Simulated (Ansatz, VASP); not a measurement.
**Two plane-wave programs on Be2ZnSe3**

File INCAR:

```
SYSTEM = Be2ZnSe3
  PREC = Accurate
  ENCUT = 600
  EDIFF = 1E-7
  ISMEAR = 0
  SIGMA = 0.02
  LREAL = .False.
  LASPH = .True.
  NELM = 80
  ALGO = Normal
  ISIF = 3
  LWAVE = .False.
  LCHARG = .False.
  GGA = PE
  IBRION = 2
  NSW = 100
  EDIFFG = -0.01
```

Contents of KPOINTS:

```
Automatic mesh
0
Gamma
  12 12 4
  0 0 0
```

Contents of POSCAR:

```
Be2ZnSe3
1.0
    3.7906795703      0.0000000000      0.0000000000
   -1.8953397852      3.2828248055      0.0000000000
    0.0000000000      0.0000000000      9.3387168360
Be Zn Se
2 1 3
Direct
    0.0000000000      0.0000000000      0.0085697768
    0.6666666667      0.3333333333      0.3243178587
    0.3333333333      0.6666666667      0.6631048295
    0.0000000000      0.0000000000      0.7699501608
    0.3333333333      0.6666666667      0.3997797626
    0.6666666667      0.3333333333      0.0842776116
```

Input for Ansatz:

```yaml
crystal:
  lattice:
    - [3.7906795703, 0.0, 0.0]
    - [-1.8953397852, 3.2828248055, 0.0]
    - [0.0, 0.0, 9.338716836]
  atoms:
    - { symbol: Be, position: [0.0, 0.0, 0.0085697768] }
    - { symbol: Be, position: [0.6666666667, 0.3333333333, 0.3243178587] }
    - { symbol: Zn, position: [0.3333333333, 0.6666666667, 0.6631048295] }
    - { symbol: Se, position: [0.0, 0.0, 0.7699501608] }
    - { symbol: Se, position: [0.3333333333, 0.6666666667, 0.3997797626] }
    - { symbol: Se, position: [0.6666666667, 0.3333333333, 0.0842776116] }
basis:
  ecutwfc: 420
kpoints:
  mp_grid: { grid: [12, 12, 4] }
hamiltonian:
  xc: pbe
scf:
  occupations: { method: gaussian, width: 0.02 }
output:
  forces: true
  stress: true
  eigenvalues: true
relax:
  adjacent_minimum: "off"
  f_tol: 0.01
  max_steps: 80
  cell: { stress_tol: 0.05 }
```

Alike in both runs: task relaxation of cell and atoms; functional PBE; k mesh 12 × 12 × 4; occupations gaussian, width 0.02 eV; no spin polarisation.

|  | VASP | Ansatz |
| --- | --- | --- |
| version | VASP 6.6.1 | Ansatz 0.2.0 |
| potentials or method | VASP PAW PBE potentials, release 64 (Be, Zn, Se), cutoff 600 eV | scalar-relativistic, plane waves, PAW |
| valence electrons in the cell | 34 | 64 |

Ansatz gave:

```
gap on the k mesh at the Fermi level, each at its own relaxed structure (eV) : 2.37
relaxed volume (Å³/atom)                                                     : 19.37
relaxed cell length with the largest relative difference (Å)                 : 3.790
```

**Question.** Which values does VASP return?

**Answer.** gap on the k mesh at the Fermi level, each at its own relaxed structure (eV): 2.36; relaxed volume (Å³/atom): 19.43; relaxed cell length with the largest relative difference (Å): 3.795.

VASP's potentials hold 34 valence electrons a cell and Ansatz's 64, so a difference there can come from the potentials and not from the codes.
